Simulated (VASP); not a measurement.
# C (P6/mmm) in VASP: further runs

Runs on C. Level: PBE. Tasks: single point.

Program: VASP 6.6.1. These are calculated values, not measurements. Logs are shortened: lines on timing, memory, paths and dates and some standing lists are left out, and cuts for length are marked.

### 1 The cell of the first run

Symmetry: P6/mmm, No. 191, hexagonal system. The conventional cell has a = 6.048 Å, b = 6.048 Å, c = 1.231 Å, α = 90.00°, β = 90.00°, γ = 120.00°. Within 1.6 Å of C (site symmetry 6/mmm) lie 2 C at 1.23 Å. C (site symmetry -6m2) has 2 C at 1.23 Å within 1.6 Å.

### 2 Single point, PBE (12.99 Å³/atom)

File INCAR:

```
SYSTEM = C
ALGO = Normal
EDIFF = 1E-6
ENCUT = 520
GGA = PE
ISIF = 2
ISMEAR = -1
LASPH = .TRUE.
LCHARG = .TRUE.
LELF = .TRUE.
LREAL = .FALSE.
LVHAR = .TRUE.
LWAVE = .FALSE.
NBANDS = 13
NELM = 80
PREC = Accurate
SIGMA = 0.1
```

File KPOINTS:

```
k-points
0
G
  7 7 27
  0 0 0
```

File POSCAR:

```
C
1.0
    6.0478541740      0.0000000001      0.0000000000
   -3.0239270870      5.2375953530      0.0000000000
    0.0000000000      0.0000000000      1.2306823883
C
3
Direct
    0.0000000000      0.0000000000      0.0000000000
    0.3333333333      0.6666666667      0.5000000000
    0.6666666667      0.3333333333      0.5000000000
```

Potentials or basis: VASP PAW PBE potentials, release 64 (C).

Started as:

```
cat potpaw_PBE.64/C/POTCAR > POTCAR
mpirun -np 1 vasp_std > vasp.out
```

OUTCAR:

```text
SYSTEM = C
   EDIFF = 1E-6
   ENCUT = 520
   GGA = PE
   ISIF = 2
   ISMEAR = -1
   LASPH = .TRUE.
   LREAL = .FALSE.
   NELM = 80
   PREC = Accurate

 ion  position               nearest neighbor table
   1  0.000  0.000  0.000-
   2  0.333  0.667  0.500-
   3  0.667  0.333  0.500-

  LATTYP: Found a hexagonal cell.
 ALAT       =     6.0478541740
 C/A-ratio  =     0.2034907511

  Lattice vectors:

 A1 = (   6.0478541740,   0.0000000001,   0.0000000000)
 A2 = (  -3.0239270870,   5.2375953530,   0.0000000000)
 A3 = (   0.0000000000,   0.0000000000,   1.2306823883)

Analysis of symmetry for initial positions (statically):
=====================================================================
 Subroutine PRICEL returns:
 Original cell was already a primitive cell.

 Routine SETGRP: Setting up the symmetry group for a
 hexagonal supercell.

 Subroutine GETGRP returns: Found 24 space group operations
 (whereof 24 operations were pure point group operations)
 out of a pool of 24 trial point group operations.

The static configuration has the point symmetry D_6h.

Analysis of symmetry for dynamics (positions and initial velocities):
=====================================================================
 Subroutine PRICEL returns:
 Original cell was already a primitive cell.

 Routine SETGRP: Setting up the symmetry group for a
 hexagonal supercell.

 Subroutine GETGRP returns: Found 24 space group operations
 (whereof 24 operations were pure point group operations)
 out of a pool of 24 trial point group operations.

The dynamic configuration has the point symmetry D_6h.

 Subroutine INISYM returns: Found 24 space group operations
 (whereof 24 operations are pure point group operations),
 and found     1 'primitive' translations

----------------------------------------------------------------------------------------

                                     Primitive cell

  volume of cell :      38.9834

  direct lattice vectors                    reciprocal lattice vectors
     6.047854174  0.000000000  0.000000000     0.165347902  0.095463656  0.000000000
    -3.023927087  5.237595353  0.000000000    -0.000000000  0.190927312  0.000000000
     0.000000000  0.000000000  1.230682388     0.000000000  0.000000000  0.812557334

  length of vectors
     6.047854174  6.047854174  1.230682388     0.190927312  0.190927312  0.812557334

  position of ions in fractional coordinates (direct lattice)
     0.000000000  0.000000000  0.000000000
     0.333333333  0.666666667  0.500000000
     0.666666667  0.333333333  0.500000000

  ion indices of the primitive-cell ions
   primitive index   ion index
                 1           1
                 2           2
                 3           3

----------------------------------------------------------------------------------------

 KPOINTS: k-points

Automatic generation of k-mesh.
 Grid dimensions read from file:
 generate k-points for:    7    7   27

 Generating k-lattice:

  Cartesian coordinates                     Fractional coordinates (reciprocal lattice)
     0.023621129  0.013637665  0.000000000     0.142857143  0.000000000  0.000000000
    -0.000000000  0.027275330  0.000000000     0.000000000  0.142857143  0.000000000
     0.000000000  0.000000000  0.030094716     0.000000000  0.000000000  0.037037037

  Length of vectors
     0.027275330  0.027275330  0.030094716

  Shift w.r.t. Gamma in fractional coordinates (k-lattice)
     0.000000000  0.000000000  0.000000000

 Subroutine IBZKPT returns following result:
 ===========================================

 Found    112 irreducible k-points:

 Following reciprocal coordinates:
            Coordinates               Weight
  0.000000  0.000000  0.000000      1.000000
  0.142857 -0.000000  0.000000      6.000000
  0.285714 -0.000000  0.000000      6.000000
  0.428571 -0.000000  0.000000      6.000000
  0.142857  0.142857  0.000000      6.000000
  0.285714  0.142857  0.000000     12.000000
[... 16 lines left out ...]
  0.428571  0.142857  0.074074     12.000000
  0.285714  0.285714  0.074074     12.000000
 [... further k-points ...]
   k-points           NKPTS =    112   k-points in BZ     NKDIM =    112   number of bands    NBANDS=     13
   number of dos      NEDOS =    301   number of ions     NIONS =      3
   total plane-waves  NPLWV =  23040
   dimension x,y,z NGX =    48 NGY =   48 NGZ =   10
   dimension x,y,z NGXF=    96 NGYF=   96 NGZF=   20
   ions per type =               3
   NGX,Y,Z   is equivalent  to a cutoff of  13.19, 13.19, 13.51 a.u.
   NGXF,Y,Z  is equivalent  to a cutoff of  26.39, 26.39, 27.02 a.u.
 SYSTEM =  C
   PREC   = accura    normal or accurate (medium, high low for compatibility)
   ISTART =      0    job   : 0-new  1-cont  2-samecut
   ICHARG =      2    charge: 1-file 2-atom 10-const
   ISPIN  =      1    spin polarized calculation?
   LNONCOLLINEAR =      F non collinear calculations
   LSORBIT =      F    spin-orbit coupling
   LASPH  =      T    aspherical Exc in radial PAW
   ENCUT  =  520.0 eV  38.22 Ry    6.18 a.u.  11.25 11.25  2.29*2*pi/ulx,y,z
   NELM   =     80;   NELMIN=  2; NELMDL= -5     # of ELM steps
   EDIFF  = 0.1E-05   stopping-criterion for ELM
   LREAL  =      F    real-space projection
   EDIFFG = 0.1E-04   stopping-criterion for IOM
   NSW    =      0    number of steps for IOM
[... 5 lines left out ...]
   TEBEG  =    0.0;   TEEND  =   0.0 temperature during run
   PSTRESS=    0.0 pullay stress
   NELECT =      12.0000    total number of electrons
   NUPDOWN=      -1.0000    fix difference up-down
   EMIN   =  10.00;   EMAX   =-10.00  energy-range for DOS
   EFERMI =   0.00;   METHOD = LEGACY
   ISMEAR =    -1;   SIGMA  =   0.10  broadening in eV -4-tet -1-fermi 0-gaus
   EFERMI_NEDOS =   21; number of points for ismear=-14 and -15
   IALGO  =     38    algorithm
   IMIX   =      4    mixing-type and parameters
     AMIX     =   0.40;   BMIX     =  1.00
     AMIX_MAG =   1.60;   BMIX_MAG =  1.00
  volume/ion in A,a.u.               =      12.99        87.69
  Fermi-wavevector in a.u.,A,eV,Ry     =   1.105373  2.088852 16.624270  1.221849
  Thomas-Fermi vector in A             =   2.241859
   LORBIT       =      0    0 simple, 1 ext, 2 COOP (PROOUT), +10 PAW based schemes
   GGA     = PE    functional components
   LHFCALC =     F    Hartree Fock is set to
   AEXX    =    0.0000 exact exchange contribution
   IVDW    =     0    specifies the selected vdW correction
   LEPSILON=     F    determine dielectric tensor
   LRPA    =     F    only Hartree local field effects (RPA)
 non-spin polarized calculation
  energy-cutoff  :      520.00
  volume of cell :       38.98
 maximum number of plane-waves:      1085
 NGX is ok and might be reduce to    48
   NGX = 23   NGY = 23   NGZ =  5

 number of electron      12.0000002 magnetization

 Free energy of the ion-electron system (eV)
  ---------------------------------------------------
  ext. energy  EPLUGINS =         0.00000000
  ---------------------------------------------------
  free energy    TOTEN  =       -24.37538049 eV

  energy without entropy =      -24.35846177  energy(sigma->0) =      -24.36692113

 E-fermi :   0.9601     XC(G=0):  -8.4428

 val. band max:        0.8957969419   @ k =   0.1429  -0.0000   0.2593
 cond. band min:       1.0560428644   @ k =   0.4286  -0.0000   0.2593
 fundamental gap:      0.1602459224
 Fermi energy:         0.9601165263

 k-point     1 :       0.0000    0.0000    0.0000
  band No.  band energies     occupation
      1     -15.9997      2.00000
      2     -15.5468      2.00000
      3     -15.5468      2.00000
      4      -5.2260      2.00000
      5      -5.2260      2.00000
      6      -5.2260      2.00000
      7      -5.2260      2.00000
      8      -4.0041      2.00000
      9      -4.0041      2.00000
     10       5.8706      0.00000
     11      10.2599      0.00000
     12      10.2599      0.00000
     13      10.2599      0.00000

 k-point     2 :       0.1429   -0.0000    0.0000
  band No.  band energies     occupation
      1     -15.9752      2.00000
      2     -15.5633      2.00000
      3     -15.5583      2.00000
      4      -5.4571      2.00000
      5      -5.4037      2.00000
      6      -4.9597      2.00000
      7      -4.9243      2.00000
      8      -4.1344      2.00000
      9      -4.0300      2.00000
     10       6.0975      0.00000
     11       9.6076      0.00000
     12      10.0015      0.00000
     13      10.1779      0.00000

 k-point     3 :       0.2857   -0.0000    0.0000
  band No.  band energies     occupation
      1     -15.9070      2.00000
      2     -15.6177      2.00000
      3     -15.5806      2.00000
      4      -5.6265      2.00000
      5      -5.3992      2.00000
      6      -4.6892      2.00000
      7      -4.6035      2.00000
      8      -4.4649      2.00000
      9      -4.1099      2.00000
     10       6.7124      0.00000
     11       8.7713      0.00000
     12       9.4732      0.00000
     13       9.9635      0.00000
[... 305 lines left out ...]
 k-point    23 :       0.4286    0.1429    0.0741
  band No.  band energies     occupation
      1     -15.4460      2.00000
      2     -15.4459      2.00000
      3     -15.3248      2.00000
      4      -5.1303      2.00000
      5      -4.6086      2.00000
      6      -4.6086      2.00000
      7      -3.8326      2.00000
      8      -3.7900      2.00000
      9      -3.7899      2.00000
     10       8.4539      0.00000
     11       8.4539      0.00000
     12       8.6717      0.00000
     13      11.0641      0.00000

 k-point    24 :       0.2857    0.2857    0.0741
  band No.  band energies     occupation
      1     -15.4608      2.00000
      2     -15.3784      2.00000
      3     -15.3783      2.00000
      4      -4.9113      2.00000
      5      -4.9113      2.00000
      6      -4.5954      2.00000
      7      -3.8097      2.00000
      8      -3.8097      2.00000
      9      -3.7147      2.00000
     10       8.2262      0.00000
     11       8.6689      0.00000
     12       8.6689      0.00000
     13      11.2193      0.00000

 [... further k-points ...]

------------------------ aborting loop because EDIFF is reached ----------------------------------------

  FORCE on cell =-STRESS in cart. coord.  units (eV):
  Direction    XX          YY          ZZ          XY          YZ          ZX
  --------------------------------------------------------------------------------------
  -------------------------------------------------------------------------------------
  Total        0.4524038      0.4524038     16.5724117      0.0000000      0.0000000      0.0000000
  in kB       18.5933467     18.5933467    681.1096864      0.0000000      0.0000000      0.0000000
  external PRESSURE =     239.4321266 kB  Pullay stress =       0.0000000 kB

 VOLUME and BASIS-vectors are now :
 -----------------------------------------------------------------------------
  energy-cutoff  :      520.00
  volume of cell :       38.98
      direct lattice vectors                 reciprocal lattice vectors
     6.047854174  0.000000000  0.000000000     0.165347902  0.095463656  0.000000000
    -3.023927087  5.237595353  0.000000000    -0.000000000  0.190927312  0.000000000
     0.000000000  0.000000000  1.230682388     0.000000000  0.000000000  0.812557334

 POSITION                                       TOTAL-FORCE (eV/Angst)
 -----------------------------------------------------------------------------------
      0.00000      0.00000      0.00000         0.000000      0.000000      0.000000
     -0.00000      3.49173      0.61534         0.000000     -0.000000      0.000000
      3.02393      1.74587      0.61534        -0.000000      0.000000      0.000000
 -----------------------------------------------------------------------------------
    total drift:                               -0.000000      0.000000      0.000000

  FREE ENERGIE OF THE ION-ELECTRON SYSTEM (eV)
  ---------------------------------------------------
  free  energy   TOTEN  =       -24.3753804862 eV

  energy  without entropy=      -24.3584617666  energy(sigma->0) =      -24.36692113
```

Run time: 33 s. Hardware: 1 thread of Intel Xeon 8259CL, shared host; peak memory 0.18 GiB.

Results:

| Property | Result |
| --- | --- |
| Free energy | -24.3754 eV |
| Pressure | 23.9 GPa |
| Band gap on the k mesh | zero (bands 6 and 7 overlap by 17.12 eV) |

Caveat: the stress differs along the axes, from 2 to 68 GPa.

### 3 Single point, PBE (13.59 Å³/atom)

This run uses another cell than the first one, of 13.59 Å³/atom.

File INCAR:

```
PREC = Accurate ; ENCUT = 520
EDIFF = 1E-6 ; ISMEAR = -1
SIGMA = 0.1 ; LREAL = F
LASPH = T ; NELM = 60
ALGO = Normal ; ISIF = 2
LWAVE = F ; LCHARG = F
GGA = PE ; NBANDS = 13
```

File KPOINTS:

```
Automatic mesh
0
Gamma
  7 7 27
```

File POSCAR:

```
C
1.0
    6.1381339641      0.0000000001      0.0000000000
   -3.0690669821      5.3157799448      0.0000000000
    0.0000000000      0.0000000000      1.2490534907
C
3
Direct
    0.0000000000      0.0000000000      0.0000000000
    0.3333333333      0.6666666667      0.5000000000
    0.6666666667      0.3333333333      0.5000000000
```

Potentials or basis: VASP PAW PBE potentials, release 64 (C).

Started as:

```
cat potpaw_PBE.64/C/POTCAR > POTCAR
mpirun -np 1 vasp_std > vasp.out
```

OUTCAR:

```text
PREC = Accurate
   ENCUT = 520
   EDIFF = 1E-6
   ISMEAR = -1
   LREAL = F
   LASPH = T
   NELM = 60
   ISIF = 2
   GGA = PE

 ion  position               nearest neighbor table
   1  0.000  0.000  0.000-
   2  0.333  0.667  0.500-
   3  0.667  0.333  0.500-

  LATTYP: Found a hexagonal cell.
 ALAT       =     6.1381339641
 C/A-ratio  =     0.2034907511

  Lattice vectors:

 A1 = (   6.1381339641,   0.0000000001,   0.0000000000)
 A2 = (  -3.0690669821,   5.3157799448,   0.0000000000)
 A3 = (   0.0000000000,   0.0000000000,   1.2490534907)

Analysis of symmetry for initial positions (statically):
=====================================================================
 Subroutine PRICEL returns:
 Original cell was already a primitive cell.

 Routine SETGRP: Setting up the symmetry group for a
 hexagonal supercell.

 Subroutine GETGRP returns: Found 24 space group operations
 (whereof 24 operations were pure point group operations)
 out of a pool of 24 trial point group operations.

The static configuration has the point symmetry D_6h.

Analysis of symmetry for dynamics (positions and initial velocities):
=====================================================================
 Subroutine PRICEL returns:
 Original cell was already a primitive cell.

 Routine SETGRP: Setting up the symmetry group for a
 hexagonal supercell.

 Subroutine GETGRP returns: Found 24 space group operations
 (whereof 24 operations were pure point group operations)
 out of a pool of 24 trial point group operations.

The dynamic configuration has the point symmetry D_6h.

 Subroutine INISYM returns: Found 24 space group operations
 (whereof 24 operations are pure point group operations),
 and found     1 'primitive' translations

----------------------------------------------------------------------------------------

                                     Primitive cell

  volume of cell :      40.7553

[... 119 lines left out ...]
   LEPSILON=     F    determine dielectric tensor
   LRPA    =     F    only Hartree local field effects (RPA)
 non-spin polarized calculation
  energy-cutoff  :      520.00
  volume of cell :       40.76
 maximum number of plane-waves:      1133
 NGX is ok and might be reduce to    48
   NGX = 23   NGY = 23   NGZ =  5

 number of electron      12.0000000 magnetization

 Free energy of the ion-electron system (eV)
  ---------------------------------------------------
  ext. energy  EPLUGINS =         0.00000000
  ---------------------------------------------------
  free energy    TOTEN  =       -24.58712451 eV

  energy without entropy =      -24.56948335  energy(sigma->0) =      -24.57830393

 E-fermi :   0.7093     XC(G=0):  -8.2751

 val. band max:        0.6473665035   @ k =   0.1429  -0.0000   0.2593
 cond. band min:       0.7973104846   @ k =   0.4286   0.0000   0.2593
 fundamental gap:      0.1499439811
 Fermi energy:         0.7092702213

 k-point     1 :       0.0000    0.0000    0.0000
  band No.  band energies     occupation
      1     -16.0778      2.00000
      2     -15.6723      2.00000
      3     -15.6722      2.00000
      4      -5.2792      2.00000
      5      -5.2792      2.00000
      6      -5.2792      2.00000
      7      -5.2792      2.00000
      8      -4.1361      2.00000
      9      -4.1361      2.00000
     10       5.5418      0.00000
     11       9.8727      0.00000
     12       9.8729      0.00000
     13       9.8729      0.00000
[... 354 lines left out ...]
  band No.  band energies     occupation
      1     -15.5692      2.00000
      2     -15.4955      2.00000
      3     -15.4955      2.00000
      4      -4.9704      2.00000
      5      -4.9704      2.00000
      6      -4.6745      2.00000
      7      -3.9379      2.00000
      8      -3.9379      2.00000
      9      -3.8489      2.00000
     10       7.8537      0.00000
     11       8.3221      0.00000
     12       8.3222      0.00000
     13      10.7994      0.00000

 [... further k-points ...]

------------------------ aborting loop because EDIFF is reached ----------------------------------------

  FORCE on cell =-STRESS in cart. coord.  units (eV):
  Direction    XX          YY          ZZ          XY          YZ          ZX
  --------------------------------------------------------------------------------------
  -------------------------------------------------------------------------------------
  Total        0.3734070      0.3734070     10.2753601      0.0000000      0.0000000      0.0000000
  in kB       14.6794110     14.6794110    403.9459323      0.0000000      0.0000000      0.0000000
  external PRESSURE =     144.4349181 kB  Pullay stress =       0.0000000 kB

 VOLUME and BASIS-vectors are now :
 -----------------------------------------------------------------------------
  energy-cutoff  :      520.00
  volume of cell :       40.76
      direct lattice vectors                 reciprocal lattice vectors
     6.138133964  0.000000000  0.000000000     0.162915962  0.094059575  0.000000000
    -3.069066982  5.315779945  0.000000000    -0.000000000  0.188119149  0.000000000
     0.000000000  0.000000000  1.249053491     0.000000000  0.000000000  0.800606225

 POSITION                                       TOTAL-FORCE (eV/Angst)
 -----------------------------------------------------------------------------------
      0.00000      0.00000      0.00000         0.000000      0.000000      0.000000
     -0.00000      3.54385      0.62453        -0.000000     -0.000000      0.000000
      3.06907      1.77193      0.62453         0.000000      0.000000     -0.000000
 -----------------------------------------------------------------------------------
    total drift:                               -0.000000      0.000000      0.000000

  FREE ENERGIE OF THE ION-ELECTRON SYSTEM (eV)
  ---------------------------------------------------
  free  energy   TOTEN  =       -24.5871245058 eV

  energy  without entropy=      -24.5694833506  energy(sigma->0) =      -24.57830393
```

stdout:

```text
POSCAR found type information on POSCAR C
 POSCAR found :  1 types and       3 ions
 scaLAPACK will be used
 LDA part: xc-table for (Slater+PW92), standard interpolation
 POSCAR, INCAR and KPOINTS ok, starting setup
 FFT: planning ... GRIDC
 FFT: planning ... GRID_SOFT
 FFT: planning ... GRID
 WAVECAR not read
 entering main loop
```

It took 45 s on 1 thread of Intel Xeon 8259CL, shared host; peak memory 0.18 GiB.

Results:

| Quantity | Value |
| --- | --- |
| Free energy | -24.5871 eV |
| Pressure | 14.4 GPa |
| Band gap on the k mesh | zero (bands 6 and 7 overlap by 16.34 eV) |

Caveat: the stress differs along the axes, from 1 to 40 GPa.

The gap in the log of VASP goes by the Fermi energy; the results here count the filled bands.